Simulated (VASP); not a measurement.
# CsH (Pm-3m) in VASP: further runs

Runs on CsH. Level: LDA. Tasks: single point.

Everything below comes from runs of VASP 6.6.1. Logs are shortened: lines on timing, memory, paths and dates and some standing lists are left out, and cuts for length are marked.

### Step 1. The cell of the first run

Symmetry: Pm-3m, No. 221, cubic system. Conventional cell: a = 3.740 Å, b = 3.740 Å, c = 3.740 Å, α = 90.00°, β = 90.00°, γ = 90.00°. Cs (site symmetry m-3m) has 8 H at 3.24 Å and 6 Cs at 3.74 Å within 4.3 Å. H (site symmetry m-3m) has 8 Cs at 3.24 Å and 6 H at 3.74 Å within 4.3 Å.

### Step 2. Single point, LDA

Contents of INCAR:

```
SYSTEM = CsH
ALGO = Normal
EDIFF = 1E-6
ENCUT = 520
GGA = CA
ISIF = 2
ISMEAR = 0
LASPH = .True.
LCHARG = .True.
LELF = .True.
LREAL = .False.
LVHAR = .True.
LWAVE = .False.
NBANDS = 12
NELM = 100
PREC = Accurate
SIGMA = 0.01
```

Contents of KPOINTS:

```
k-points
0
Gamma
  5 5 5
  0 0 0
```

Contents of POSCAR:

```
CsH
1.0
    3.7404604138      0.0000000000      0.0000000000
    0.0000000000      3.7404604138      0.0000000000
    0.0000000000      0.0000000000      3.7404604138
Cs H
1 1
Direct
    0.0000000000      0.0000000000      0.0000000000
    0.5000000000      0.5000000000      0.5000000000
```

Potentials or basis: VASP PAW LDA potentials, release 64 (Cs_sv, H).

Command:

```console
$ cat potpaw_LDA.64/Cs_sv/POTCAR potpaw_LDA.64/H/POTCAR > POTCAR
$ mpirun -np 1 vasp_std > vasp.out
```

OUTCAR:

```text
SYSTEM = CsH
   EDIFF = 1E-6
   ENCUT = 520
   GGA = CA
   ISIF = 2
   ISMEAR = 0
   LASPH = .True.
   LREAL = .False.
   NELM = 100
   PREC = Accurate

 ion  position               nearest neighbor table
   1  0.000  0.000  0.000-
   2  0.500  0.500  0.500-

  LATTYP: Found a simple cubic cell.
 ALAT       =     3.7404604138

  Lattice vectors:

 A1 = (   3.7404604138,   0.0000000000,   0.0000000000)
 A2 = (   0.0000000000,   3.7404604138,   0.0000000000)
 A3 = (   0.0000000000,   0.0000000000,   3.7404604138)

Analysis of symmetry for initial positions (statically):
=====================================================================
 Subroutine PRICEL returns:
 Original cell was already a primitive cell.

 Routine SETGRP: Setting up the symmetry group for a
 simple cubic supercell.

 Subroutine GETGRP returns: Found 48 space group operations
 (whereof 48 operations were pure point group operations)
 out of a pool of 48 trial point group operations.

The static configuration has the point symmetry O_h .

Analysis of symmetry for dynamics (positions and initial velocities):
=====================================================================
 Subroutine PRICEL returns:
 Original cell was already a primitive cell.

 Routine SETGRP: Setting up the symmetry group for a
 simple cubic supercell.

 Subroutine GETGRP returns: Found 48 space group operations
 (whereof 48 operations were pure point group operations)
 out of a pool of 48 trial point group operations.

The dynamic configuration has the point symmetry O_h .

 Subroutine INISYM returns: Found 48 space group operations
 (whereof 48 operations are pure point group operations),
 and found     1 'primitive' translations

----------------------------------------------------------------------------------------

                                     Primitive cell

  volume of cell :      52.3329

  direct lattice vectors                    reciprocal lattice vectors
     3.740460414  0.000000000  0.000000000     0.267346767  0.000000000  0.000000000
     0.000000000  3.740460414  0.000000000     0.000000000  0.267346767  0.000000000
     0.000000000  0.000000000  3.740460414     0.000000000  0.000000000  0.267346767

  length of vectors
     3.740460414  3.740460414  3.740460414     0.267346767  0.267346767  0.267346767

  position of ions in fractional coordinates (direct lattice)
     0.000000000  0.000000000  0.000000000
     0.500000000  0.500000000  0.500000000

  ion indices of the primitive-cell ions
   primitive index   ion index
                 1           1
                 2           2

----------------------------------------------------------------------------------------

 KPOINTS: k-points

Automatic generation of k-mesh.
 Grid dimensions read from file:
 generate k-points for:    5    5    5

 Generating k-lattice:

  Cartesian coordinates                     Fractional coordinates (reciprocal lattice)
     0.053469353  0.000000000  0.000000000     0.200000000  0.000000000  0.000000000
     0.000000000  0.053469353  0.000000000     0.000000000  0.200000000  0.000000000
     0.000000000  0.000000000  0.053469353     0.000000000  0.000000000  0.200000000

  Length of vectors
     0.053469353  0.053469353  0.053469353

  Shift w.r.t. Gamma in fractional coordinates (k-lattice)
     0.000000000  0.000000000  0.000000000

 Subroutine IBZKPT returns following result:
 ===========================================

 Found     10 irreducible k-points:

 Following reciprocal coordinates:
            Coordinates               Weight
  0.000000  0.000000  0.000000      1.000000
  0.200000  0.000000  0.000000      6.000000
  0.400000  0.000000  0.000000      6.000000
  0.200000  0.200000  0.000000     12.000000
  0.400000  0.200000  0.000000     24.000000
  0.400000  0.400000  0.000000     12.000000
  0.200000  0.200000  0.200000      8.000000
  0.400000  0.200000  0.200000     24.000000
  0.400000  0.400000  0.200000     24.000000
  0.400000  0.400000  0.400000      8.000000
   k-points           NKPTS =     10   k-points in BZ     NKDIM =     10   number of bands    NBANDS=     12
   number of dos      NEDOS =    301   number of ions     NIONS =      2
   total plane-waves  NPLWV =  21952
   dimension x,y,z NGX =    28 NGY =   28 NGZ =   28
   dimension x,y,z NGXF=    56 NGYF=   56 NGZF=   56
   ions per type =               1   1
   NGX,Y,Z   is equivalent  to a cutoff of  12.44, 12.44, 12.44 a.u.
   NGXF,Y,Z  is equivalent  to a cutoff of  24.89, 24.89, 24.89 a.u.
 SYSTEM =  CsH
   PREC   = accura    normal or accurate (medium, high low for compatibility)
   ISTART =      0    job   : 0-new  1-cont  2-samecut
   ICHARG =      2    charge: 1-file 2-atom 10-const
   ISPIN  =      1    spin polarized calculation?
   LNONCOLLINEAR =      F non collinear calculations
   LSORBIT =      F    spin-orbit coupling
   LASPH  =      T    aspherical Exc in radial PAW
   ENCUT  =  520.0 eV  38.22 Ry    6.18 a.u.   6.95  6.95  6.95*2*pi/ulx,y,z
   NELM   =    100;   NELMIN=  2; NELMDL= -5     # of ELM steps
   EDIFF  = 0.1E-05   stopping-criterion for ELM
   LREAL  =      F    real-space projection
   EDIFFG = 0.1E-04   stopping-criterion for IOM
   NSW    =      0    number of steps for IOM
   IBRION =     -1    ionic relax: 0-MD 1-quasi-New 2-CG
   NFREE  =      0    steps in history (QN), initial steepest desc. (CG)
   ISIF   =      2    stress and relaxation
   ISYM   =      2    0-nonsym 1-usesym 2-fastsym
   POTIM  = 0.5000    time-step for ionic-motion
   TEBEG  =    0.0;   TEEND  =   0.0 temperature during run
   PSTRESS=    0.0 pullay stress
   NELECT =      10.0000    total number of electrons
   NUPDOWN=      -1.0000    fix difference up-down
   EMIN   =  10.00;   EMAX   =-10.00  energy-range for DOS
   EFERMI =   0.00;   METHOD = LEGACY
   ISMEAR =     0;   SIGMA  =   0.01  broadening in eV -4-tet -1-fermi 0-gaus
   EFERMI_NEDOS =   21; number of points for ismear=-14 and -15
   IALGO  =     38    algorithm
   IMIX   =      4    mixing-type and parameters
     AMIX     =   0.40;   BMIX     =  1.00
     AMIX_MAG =   1.60;   BMIX_MAG =  1.00
  volume/ion in A,a.u.               =      26.17       176.58
  Fermi-wavevector in a.u.,A,eV,Ry     =   0.942938  1.781894 12.097374  0.889132
  Thomas-Fermi vector in A             =   2.070596
   LORBIT       =      0    0 simple, 1 ext, 2 COOP (PROOUT), +10 PAW based schemes
   GGA     = CA    functional components
   LHFCALC =     F    Hartree Fock is set to
   AEXX    =    0.0000 exact exchange contribution
   IVDW    =     0    specifies the selected vdW correction
   LEPSILON=     F    determine dielectric tensor
   LRPA    =     F    only Hartree local field effects (RPA)
 non-spin polarized calculation
 Gauss-broadening in eV      SIGMA  =   0.01
  energy-cutoff  :      520.00
  volume of cell :       52.33
 maximum number of plane-waves:      1416
 NGX is ok and might be reduce to    28
   NGX = 13   NGY = 13   NGZ = 13

 number of electron      10.0000000 magnetization

 Free energy of the ion-electron system (eV)
  ---------------------------------------------------
  ext. energy  EPLUGINS =         0.00000000
  ---------------------------------------------------
  free energy    TOTEN  =        -4.93788788 eV

  energy without entropy =       -4.93788788  energy(sigma->0) =       -4.93788788

 E-fermi :   0.5056     XC(G=0):  -8.4266

 val. band max:        0.4550966770   @ k =   0.4000   0.0000   0.0000
 cond. band min:       3.6592068040   @ k =   0.4000   0.0000   0.0000
 fundamental gap:      3.2041101271
 Fermi energy:         0.5056352237

 k-point     1 :       0.0000    0.0000    0.0000
  band No.  band energies     occupation
      1     -20.9308      2.00000
      2      -6.8650      2.00000
      3      -6.8650      2.00000
      4      -6.8650      2.00000
      5      -1.2632      2.00000
      6       3.9689      0.00000
      7       3.9689      0.00000
      8       8.3830      0.00000
      9      10.5876      0.00000
     10      10.5876      0.00000
     11      10.5876      0.00000
     12      11.4199      0.00000

 k-point     2 :       0.2000    0.0000    0.0000
  band No.  band energies     occupation
      1     -20.8648      2.00000
      2      -7.5965      2.00000
      3      -6.8012      2.00000
      4      -6.8012      2.00000
      5      -0.6352      2.00000
      6       4.2154      0.00000
      7       4.6028      0.00000
      8       7.7111      0.00000
      9       8.5586      0.00000
     10       8.5586      0.00000
     11      10.7428      0.00000
     12      12.3234      0.00000

 k-point     3 :       0.4000    0.0000    0.0000
  band No.  band energies     occupation
      1     -20.7537      2.00000
      2      -8.5333      2.00000
      3      -6.6942      2.00000
      4      -6.6942      2.00000
      5       0.4551      2.00000
      6       3.6592      0.00000
      7       4.7135      0.00000
      8       7.1219      0.00000
      9       7.1219      0.00000
     10      10.3692      0.00000
     11      10.7246      0.00000
     12      11.0255      0.00000
[... 76 lines left out ...]
 k-point     9 :       0.4000    0.4000    0.2000
  band No.  band energies     occupation
      1     -20.5243      2.00000
      2      -8.1235      2.00000
      3      -8.0882      2.00000
      4      -7.1311      2.00000
      5      -0.0663      2.00000
      6       4.7599      0.00000
      7       5.2655      0.00000
      8       6.5656      0.00000
      9       6.9857      0.00000
     10       9.8587      0.00000
     11       9.8660      0.00000
     12      12.9584      0.00000

 k-point    10 :       0.4000    0.4000    0.4000
  band No.  band energies     occupation
      1     -20.4225      2.00000
      2      -7.9678      2.00000
      3      -7.9343      2.00000
      4      -7.9343      2.00000
      5       0.4214      2.00000
      6       3.7161      0.00000
      7       3.7161      0.00000
      8       4.7213      0.00000
      9      10.4864      0.00000
     10      10.4864      0.00000
     11      11.0168      0.00000
     12      15.1879      0.00000

------------------------ aborting loop because EDIFF is reached ----------------------------------------

  FORCE on cell =-STRESS in cart. coord.  units (eV):
  Direction    XX          YY          ZZ          XY          YZ          ZX
  --------------------------------------------------------------------------------------
  -------------------------------------------------------------------------------------
  Total       -0.3936869     -0.3936869     -0.3936869      0.0000000     -0.0000000     -0.0000000
  in kB      -12.0527549    -12.0527549    -12.0527549      0.0000000     -0.0000000     -0.0000000
  external PRESSURE =     -12.0527549 kB  Pullay stress =       0.0000000 kB

 VOLUME and BASIS-vectors are now :
 -----------------------------------------------------------------------------
  energy-cutoff  :      520.00
  volume of cell :       52.33
      direct lattice vectors                 reciprocal lattice vectors
     3.740460414  0.000000000  0.000000000     0.267346767  0.000000000  0.000000000
     0.000000000  3.740460414  0.000000000     0.000000000  0.267346767  0.000000000
     0.000000000  0.000000000  3.740460414     0.000000000  0.000000000  0.267346767

 POSITION                                       TOTAL-FORCE (eV/Angst)
 -----------------------------------------------------------------------------------
      0.00000      0.00000      0.00000         0.000000      0.000000      0.000000
      1.87023      1.87023      1.87023         0.000000      0.000000      0.000000
 -----------------------------------------------------------------------------------
    total drift:                                0.000000      0.000000     -0.000000

  FREE ENERGIE OF THE ION-ELECTRON SYSTEM (eV)
  ---------------------------------------------------
  free  energy   TOTEN  =        -4.9378878787 eV

  energy  without entropy=       -4.9378878787  energy(sigma->0) =       -4.93788788
```

It took 8 s on 1 thread of AMD EPYC 7R13, shared host; peak memory 0.11 GiB.

What came out:

| Property | Result |
| --- | --- |
| Free energy | -4.9379 eV |
| Pressure | -1.2 GPa |
| Band gap on the k mesh | 3.20 eV, direct |

Caveat: spin-orbit coupling is left out, which moves the levels of the heavy elements.

(Part 1 of 2 ends here.)
